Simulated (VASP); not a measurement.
# ScAl3 in VASP: a series of runs

ScAl3 is run at these levels: PBE; tasks: single point.

All numbers are computed with VASP 6.6.1; they aren't measurements. Logs are shortened: lines on timing, memory, paths and dates and some standing lists are left out, and cuts for length are marked.

**1. The cell of the first run**

The cell holds an amorphous packing of atoms, 16 atoms: a = 7.028 Å, b = 6.647 Å, c = 6.679 Å, α = 84.44°, β = 90.08°, γ = 86.64°.

**2. Single point, PBE**

File INCAR:

```
SYSTEM = ScAl3
  PREC = Accurate
  ENCUT = 520
  EDIFF = 1E-6
  ISMEAR = -1
  SIGMA = 0.1293
  LREAL = Auto
  LASPH = .True.
  NELM = 60
  ALGO = Normal
  ISIF = 2
  LWAVE = .False.
  LCHARG = .False.
  GGA = PE
  NBANDS = 54
  ISYM = 0
```

File KPOINTS:

```
Automatic mesh
0
Gamma
  1 1 1
  0.25 0.25 0.25
```

File POSCAR:

```
ScAl3
1.0
    7.0248240000      0.2007760000     -0.0094590000
    0.2007760000      6.6358760000      0.3234210000
   -0.0094590000      0.3234210000      6.6710660000
Sc Al
4 12
Direct
    0.4768024083      0.0887258044      0.5386418431
    0.8232770876      0.2698227926      0.2353932671
    0.8078926531      0.8361196133      0.8011893774
    0.4581388014      0.5724736343      0.0322881740
    0.1467084369      0.3720456328      0.8485867693
   -0.0219272836      0.4889023737      0.5135379106
    0.2416311111      0.2880262447      0.2402776187
    1.1518847560      0.9280896153      0.0073791814
    0.5069436626      0.0723472137      0.0559881392
    0.0035325761      1.1097056262      0.6090476861
    0.0246550940      0.5905473756      0.1486875995
    0.7333158001      0.2859118153      0.8544944015
    0.6829060675      0.7555836848      0.2716991524
    0.2034463904      0.7216985682      0.6849389478
    0.5920051426      0.5335969506      0.5850930447
    0.3340607036      0.8440268358      0.3035183398
```

Potentials or basis: VASP PAW PBE potentials, release 64 (Sc_sv, Al).

On the command line:

```
$ cat potpaw_PBE.64/Sc_sv/POTCAR potpaw_PBE.64/Al/POTCAR > POTCAR
$ mpirun -np 1 vasp_std > vasp.out
```

OUTCAR:

```text
SYSTEM = ScAl3
   PREC = Accurate
   ENCUT = 520
   EDIFF = 1E-6
   ISMEAR = -1
   LREAL = Auto
   LASPH = .True.
   NELM = 60
   ISIF = 2
   GGA = PE
   ISYM = 0

 ion  position               nearest neighbor table
   1  0.477  0.089  0.539-  16 2.61   7 2.77  15 3.15  12 3.20   3 3.20   9 3.24  13 3.25  14 3.27
                            10 3.36   2 3.37
   2  0.823  0.270  0.235-  12 2.61  11 2.65   6 2.73  10 2.88   7 2.95   9 2.96  13 3.35   4 3.37
                             1 3.37
   3  0.808  0.836  0.801-  10 2.59   8 2.91  14 2.96  11 3.06  15 3.06  12 3.06   9 3.16   1 3.20
                            13 3.27   6 3.32   4 3.39
   4  0.458  0.572  0.032-  13 2.67   7 2.77  16 2.78   5 2.95  12 2.96  14 2.98   8 3.09  11 3.14
                            15 3.16   9 3.31   2 3.37   9 3.38   3 3.39
   5  0.147  0.372  0.849-  14 2.52   6 2.56   7 2.70  11 2.70  10 2.71   4 2.95  12 2.99   8 3.04
                             9 3.34
   6  0.978  0.489  0.514-  11 2.49  10 2.54   5 2.56  14 2.62   2 2.73  15 2.76   7 2.96  13 3.01
                            12 3.11   3 3.32
   7  0.242  0.288  0.240-  11 2.48   9 2.66   5 2.70   4 2.77   1 2.77   2 2.95   6 2.96  16 2.97
                             8 3.07  10 3.15
   8  0.152  0.928  0.007-  16 2.36  11 2.56  14 2.68   9 2.75   3 2.91  10 2.97   5 3.04   7 3.07
                             4 3.09
   9  0.507  0.072  0.056-  16 2.50  12 2.50   7 2.66  13 2.67   8 2.75   2 2.96   3 3.16   1 3.24
                             4 3.31   5 3.34   4 3.38
  10  0.004  0.110  0.609-   6 2.54   3 2.59   5 2.71  12 2.79  14 2.86   2 2.88   8 2.97   7 3.15
                             1 3.36
  11  0.025  0.591  0.149-   7 2.48   6 2.49   8 2.56   2 2.65   5 2.70  13 2.74   3 3.06  16 3.07
                             4 3.14
  12  0.733  0.286  0.854-  15 2.48   9 2.50   2 2.61  10 2.79   4 2.96   5 2.99   3 3.06   6 3.11
                             1 3.20
  13  0.683  0.756  0.272-  16 2.50  15 2.55   4 2.67   9 2.67  11 2.74   6 3.01   1 3.25   3 3.27
                             2 3.35
  14  0.203  0.722  0.685-   5 2.52   6 2.62   8 2.68  16 2.77  10 2.86   3 2.96   4 2.98  15 3.04
                             1 3.27
  15  0.592  0.534  0.585-  12 2.48  13 2.55   6 2.76  14 3.04   3 3.06  16 3.14   1 3.15   4 3.16

  16  0.334  0.844  0.304-   8 2.36   9 2.50  13 2.50   1 2.61  14 2.77   4 2.78   7 2.97  11 3.07
                            15 3.14

IMPORTANT INFORMATION: All symmetrisations will be switched off!
NOSYMM: (Re-)initialisation of all symmetry stuff for point group C_1.

----------------------------------------------------------------------------------------

                                     Primitive cell

  volume of cell :     309.9719

  direct lattice vectors                    reciprocal lattice vectors
     7.024824000  0.200776000 -0.009459000     0.142476656 -0.004330873  0.000411985
     0.200776000  6.635876000  0.323421000    -0.004330873  0.151184571 -0.007335744
    -0.009459000  0.323421000  6.671066000     0.000411985 -0.007335744  0.150257310

  length of vectors
     7.027698962  6.646785872  6.678908009     0.142543059  0.151424385  0.150436837

  position of ions in fractional coordinates (direct lattice)
     0.476802408  0.088725804  0.538641843
     0.823277088  0.269822793  0.235393267
     0.807892653  0.836119613  0.801189377
     0.458138801  0.572473634  0.032288174
     0.146708437  0.372045633  0.848586769
     0.978072716  0.488902374  0.513537911
     0.241631111  0.288026245  0.240277619
     0.151884756  0.928089615  0.007379181
     0.506943663  0.072347214  0.055988139
     0.003532576  0.109705626  0.609047686
     0.024655094  0.590547376  0.148687600
     0.733315800  0.285911815  0.854494401
     0.682906067  0.755583685  0.271699152
     0.203446390  0.721698568  0.684938948
     0.592005143  0.533596951  0.585093045
     0.334060704  0.844026836  0.303518340

  ion indices of the primitive-cell ions
   primitive index   ion index
                 1           1
                 2           2
                 3           3
                 4           4
                 5           5
                 6           6
                 7           7
                 8           8
                 9           9
                10          10
                11          11
                12          12
                13          13
                14          14
                15          15
                16          16

----------------------------------------------------------------------------------------

 KPOINTS: Automatic mesh

Automatic generation of k-mesh.
 Grid dimensions read from file:
 generate k-points for:    1    1    1

 Generating k-lattice:

  Cartesian coordinates                     Fractional coordinates (reciprocal lattice)
     0.142476656 -0.004330873  0.000411985     1.000000000 -0.000000000  0.000000000
    -0.004330873  0.151184571 -0.007335744    -0.000000000  1.000000000  0.000000000
     0.000411985 -0.007335744  0.150257310     0.000000000  0.000000000  1.000000000

  Length of vectors
     0.142543059  0.151424385  0.150436837

  Shift w.r.t. Gamma in fractional coordinates (k-lattice)
     0.250000000  0.250000000  0.250000000

 Subroutine IBZKPT returns following result:
 ===========================================

 Found      1 irreducible k-points:

 Following reciprocal coordinates:
            Coordinates               Weight
  0.250000  0.250000  0.250000      2.000000
   k-points           NKPTS =      1   k-points in BZ     NKDIM =      1   number of bands    NBANDS=     54
   number of dos      NEDOS =    301   number of ions     NIONS =     16
   total plane-waves  NPLWV = 135000
   dimension x,y,z NGX =    54 NGY =   50 NGZ =   50
   dimension x,y,z NGXF=   108 NGYF=  100 NGZF=  100
   ions per type =               4  12
   NGX,Y,Z   is equivalent  to a cutoff of  12.77, 12.51, 12.45 a.u.
   NGXF,Y,Z  is equivalent  to a cutoff of  25.55, 25.01, 24.89 a.u.
 SYSTEM =  ScAl3
   PREC   = accura    normal or accurate (medium, high low for compatibility)
   ISTART =      0    job   : 0-new  1-cont  2-samecut
   ICHARG =      2    charge: 1-file 2-atom 10-const
   ISPIN  =      1    spin polarized calculation?
   LNONCOLLINEAR =      F non collinear calculations
   LSORBIT =      F    spin-orbit coupling
   LASPH  =      T    aspherical Exc in radial PAW
   ENCUT  =  520.0 eV  38.22 Ry    6.18 a.u.  13.07 12.36 12.42*2*pi/ulx,y,z
   NELM   =     60;   NELMIN=  2; NELMDL= -5     # of ELM steps
   EDIFF  = 0.1E-05   stopping-criterion for ELM
   LREAL  =      T    real-space projection
   EDIFFG = 0.1E-04   stopping-criterion for IOM
   NSW    =      0    number of steps for IOM
   IBRION =     -1    ionic relax: 0-MD 1-quasi-New 2-CG
   NFREE  =      0    steps in history (QN), initial steepest desc. (CG)
   ISIF   =      2    stress and relaxation
   ISYM   =      0    0-nonsym 1-usesym 2-fastsym
   POTIM  = 0.5000    time-step for ionic-motion
   TEBEG  =    0.0;   TEEND  =   0.0 temperature during run
   PSTRESS=    0.0 pullay stress
   NELECT =      80.0000    total number of electrons
   NUPDOWN=      -1.0000    fix difference up-down
   EMIN   =  10.00;   EMAX   =-10.00  energy-range for DOS
   EFERMI =   0.00;   METHOD = LEGACY
   ISMEAR =    -1;   SIGMA  =   0.13  broadening in eV -4-tet -1-fermi 0-gaus
   EFERMI_NEDOS =   21; number of points for ismear=-14 and -15
   IALGO  =     38    algorithm
   IMIX   =      4    mixing-type and parameters
     AMIX     =   0.40;   BMIX     =  1.00
     AMIX_MAG =   1.60;   BMIX_MAG =  1.00
  volume/ion in A,a.u.               =      19.37       130.74
  Fermi-wavevector in a.u.,A,eV,Ry     =   1.042311  1.969682 14.781539  1.086412
  Thomas-Fermi vector in A             =   2.176971
   LORBIT       =      0    0 simple, 1 ext, 2 COOP (PROOUT), +10 PAW based schemes
   GGA     = PE    functional components
   LHFCALC =     F    Hartree Fock is set to
   AEXX    =    0.0000 exact exchange contribution
   IVDW    =     0    specifies the selected vdW correction
   LEPSILON=     F    determine dielectric tensor
   LRPA    =     F    only Hartree local field effects (RPA)
 non-spin polarized calculation
  energy-cutoff  :      520.00
  volume of cell :      309.97
 maximum number of plane-waves:      8348
 NGX is ok and might be reduce to    54
   NGX = 27   NGY = 25   NGZ = 25

 number of electron      80.0000003 magnetization

 Free energy of the ion-electron system (eV)
  ---------------------------------------------------
  ext. energy  EPLUGINS =         0.00000000
  ---------------------------------------------------
  free energy    TOTEN  =       -69.01190398 eV

  energy without entropy =      -68.48252525  energy(sigma->0) =      -68.74721462

 E-fermi :   5.9141     XC(G=0):  -9.8272

 val. band max:        5.8375100139   @ k =   0.2500   0.2500   0.2500
 cond. band min:       5.9396632730   @ k =   0.2500   0.2500   0.2500
 fundamental gap:      0.1021532591
 Fermi energy:         5.9141098051

 k-point     1 :       0.2500    0.2500    0.2500
  band No.  band energies     occupation
      1     -43.7121      2.00000
      2     -43.4893      2.00000
      3     -43.3665      2.00000
      4     -43.3492      2.00000
      5     -22.4563      2.00000
      6     -22.3713      2.00000
      7     -22.2793      2.00000
      8     -22.2067      2.00000
      9     -22.1438      2.00000
     10     -22.1347      2.00000
     11     -22.1074      2.00000
     12     -22.0931      2.00000
     13     -22.0423      2.00000
     14     -22.0376      2.00000
     15     -21.9806      2.00000
     16     -21.9365      2.00000
     17      -3.2668      2.00000
     18      -2.0915      2.00000
     19      -1.3577      2.00000
     20      -0.8869      2.00000
     21      -0.5625      2.00000
     22       0.0548      2.00000
     23       0.5300      2.00000
     24       1.2722      2.00000
     25       1.9080      2.00000
     26       2.3376      2.00000
     27       2.5978      2.00000
     28       2.8378      2.00000
     29       3.0648      2.00000
     30       3.6453      2.00000
     31       3.8006      2.00000
     32       3.9980      2.00000
     33       4.3579      1.99999
     34       4.6043      1.99992
     35       4.8022      1.99963
     36       4.8582      1.99943
     37       5.1225      1.99562
     38       5.4830      1.93115
     39       5.6304      1.79951
     40       5.8375      1.28784
     41       5.9397      0.90151
     42       6.3880      0.04993
     43       6.4431      0.03289
     44       6.8284      0.00170
     45       6.9646      0.00059
     46       7.1118      0.00019
     47       7.2429      0.00007
     48       7.4119      0.00002
     49       7.5492      0.00001
     50       7.6026      0.00000
     51       7.7194      0.00000
     52       7.8547      0.00000
 [bands above 52 left out]

------------------------ aborting loop because EDIFF is reached ----------------------------------------

  FORCE on cell =-STRESS in cart. coord.  units (eV):
  Direction    XX          YY          ZZ          XY          YZ          ZX
  --------------------------------------------------------------------------------------
  -------------------------------------------------------------------------------------
  Total        9.4620490      3.4029261     13.5780182      2.4429036    -12.5448169      1.4942438
  in kB       48.9072666     17.5889828     70.1818132     12.6268356    -64.8414214      7.7234202
  external PRESSURE =      45.5593542 kB  Pullay stress =       0.0000000 kB

 VOLUME and BASIS-vectors are now :
 -----------------------------------------------------------------------------
  energy-cutoff  :      520.00
  volume of cell :      309.97
      direct lattice vectors                 reciprocal lattice vectors
     7.024824000  0.200776000 -0.009459000     0.142476656 -0.004330873  0.000411985
     0.200776000  6.635876000  0.323421000    -0.004330873  0.151184571 -0.007335744
    -0.009459000  0.323421000  6.671066000     0.000411985 -0.007335744  0.150257310

 POSITION                                       TOTAL-FORCE (eV/Angst)
 -----------------------------------------------------------------------------------
      3.36217      0.85871      3.61750         0.569574     -0.029182      1.556532
      5.83532      2.03194      1.64980        -0.383043     -0.426236      0.942803
      5.83560      5.96971      5.60756        -0.908343     -1.451684      0.738114
      3.33298      3.90129      0.39621        -0.091830     -0.535519     -1.263242
      1.09727      2.77276      5.77992         0.554578     -0.721781      0.623969
      6.96409      3.60676      3.57471        -0.575970      0.574518      0.280591
      1.75297      2.03753      1.69378        -0.440003     -1.446039      0.862774
      1.25323      6.19157      0.34795        -1.330201      1.220798     -1.871008
      3.57519      0.59998      0.39210         0.369290      0.010633     -0.355563
      0.04108      0.92568      4.09844         1.092499      0.187769     -0.662519
      0.29036      3.97184      1.18267         0.186075      1.605756     -1.109571
      5.20074      2.32087      5.78592         0.332639     -0.433802     -1.674956
      4.94643      5.23894      2.05044         1.813455      0.753352      0.360806
      1.56760      5.05147      4.80076         1.042262      0.992295     -0.449874
      4.26033      3.84898      4.07017        -1.091909      0.704318     -0.450999
      2.51331      5.76609      2.29461        -1.139072     -1.005197      2.472143
 -----------------------------------------------------------------------------------
    total drift:                                0.011909     -0.002423     -0.006324

  FREE ENERGIE OF THE ION-ELECTRON SYSTEM (eV)
  ---------------------------------------------------
  free  energy   TOTEN  =       -69.0119039816 eV

  energy  without entropy=      -68.4825252486  energy(sigma->0) =      -68.74721462
```

Wall time 29 s (1 thread of Intel Xeon Platinum 8559C (Emerald Rapids), shared host); peak memory 0.32 GiB.

Results:

```yaml
Free_energy: -69.0119 eV
Pressure: 4.6 GPa
Largest_force: 2.902 eV/Å
Band_gap_on_the_k_mesh: 0.10 eV
```

Forces in eV/Å, atoms in the order of the input:
```
Sc   0.570 -0.029  1.557
Sc  -0.383 -0.426  0.943
Sc  -0.908 -1.452  0.738
Sc  -0.092 -0.536 -1.263
Al   0.555 -0.722  0.624
Al  -0.576  0.575  0.281
Al  -0.440 -1.446  0.863
Al  -1.330  1.221 -1.871
Al   0.369  0.011 -0.356
Al   1.092  0.188 -0.663
Al   0.186  1.606 -1.110
Al   0.333 -0.434 -1.675
Al   1.813  0.753  0.361
Al   1.042  0.992 -0.450
Al  -1.092  0.704 -0.451
Al  -1.139 -1.005  2.472
```

Stress tensor (GPa, compression positive):
```
 4.89  1.26  0.77
 1.26  1.76 -6.48
 0.77 -6.48  7.02
```

Levels at points of the mesh, in eV from the valence-band top:
| k point | band 36 | band 37 | band 38 | band 39 | band 40 | band 41 | band 42 | band 43 | band 44 | band 45 |
| --- | --- | --- | --- | --- | --- | --- | --- | --- | --- | --- |
| (0.25, 0.25, 0.25) | -0.98 | -0.72 | -0.35 | -0.21 | 0.00 | 0.10 | 0.55 | 0.61 | 0.99 | 1.13 |

Caveat: the k points lie up to 0.95 Å⁻¹ apart.

**3. Single point, PBE**

File INCAR:

```
  PREC = Accurate
  ENCUT = 520
  EDIFF = 1E-6
  ISMEAR = -1
  SIGMA = 0.1293
  LREAL = Auto
  LASPH = T
  NELM = 80
  ALGO = Normal
  ISIF = 2
  LWAVE = F
  LCHARG = T
  GGA = PE
  LELF = T
  LVHAR = T
  NBANDS = 54
  ISYM = 0
```

KPOINTS is that of step 2.

File POSCAR:

```
ScAl3
1.0
    7.0248240000      0.2007760000     -0.0094590000
    0.2007760000      6.6358760000      0.3234210000
   -0.0094590000      0.3234210000      6.6710660000
Sc Al
4 12
Direct
    0.4377507103      0.1317344791      0.5397840446
    0.7333689697      0.3848738818      0.2991202068
    0.6972275736      0.7992945434      0.8422828428
    0.3854824669      0.6583205273      0.0847285270
    0.2427488683      0.4063687919      0.8423910003
    0.0101143982      0.5949853953      0.5342694707
    0.1632769380      0.2978903167      0.2729652881
    0.9127150791      1.0614942557      0.0099760425
    0.4958085251      0.1519597261      0.0285963122
   -0.0266606474      1.1749386066      0.5977500444
   -0.0235828053      0.6345984052      0.0958952406
    0.7243375837      0.3843483990      0.7487024061
    0.6777047019      0.8456798750      0.2518741050
    0.1672798011      0.8616857136      0.7419360031
    0.4726989554      0.6609173341      0.5380384056
    0.1911236533      0.9195492819      0.2911992312
```

Potentials or basis: VASP PAW PBE potentials, release 64 (Sc_sv, Al).

On the command line:

```
$ cat potpaw_PBE.64/Sc_sv/POTCAR potpaw_PBE.64/Al/POTCAR > POTCAR
$ mpirun -np 1 vasp_std > vasp.out
```

Run time: 41 s. Hardware: 1 thread of Intel Xeon Platinum 8559C (Emerald Rapids), shared host; peak memory 0.33 GiB.

The run converged. Its results:

- Free energy: -70.2271 eV
- Pressure: 0.9 GPa
- Largest force: 1.824 eV/Å
- Band gap on the k mesh: 0.08 eV

Forces on the atoms (eV/Å):
```
Sc  -0.125 -0.509  0.325
Sc  -0.136  0.231 -0.041
Sc   0.439  1.041 -1.432
Sc   0.056 -1.287 -0.011
Al  -0.604  0.051 -0.228
Al  -0.585 -0.511 -0.915
Al  -0.163  1.067 -1.175
Al   0.400  0.713 -0.221
Al   0.119 -0.130  0.489
Al   0.583 -0.546 -0.081
Al   1.307  0.423  0.014
Al  -1.269 -0.101  0.654
Al   0.258  0.264  0.748
Al   0.350 -0.730  0.392
Al  -0.452 -0.395  0.143
Al  -0.177  0.418  1.339
```

Stress tensor (GPa, compression positive):
```
 1.44 -1.71 -0.57
-1.71  0.68 -3.01
-0.57 -3.01  0.64
```

Levels at points of the mesh, in eV from the valence-band top:
| k point | band 38 | band 39 | band 40 | band 41 | band 42 | band 43 |
| --- | --- | --- | --- | --- | --- | --- |
| (0.25, 0.25, 0.25) | -0.32 | -0.20 | 0.00 | 0.08 | 0.51 | 0.79 |

Caveat: the k points lie up to 0.95 Å⁻¹ apart.

(Part 1 of 2 ends here.)
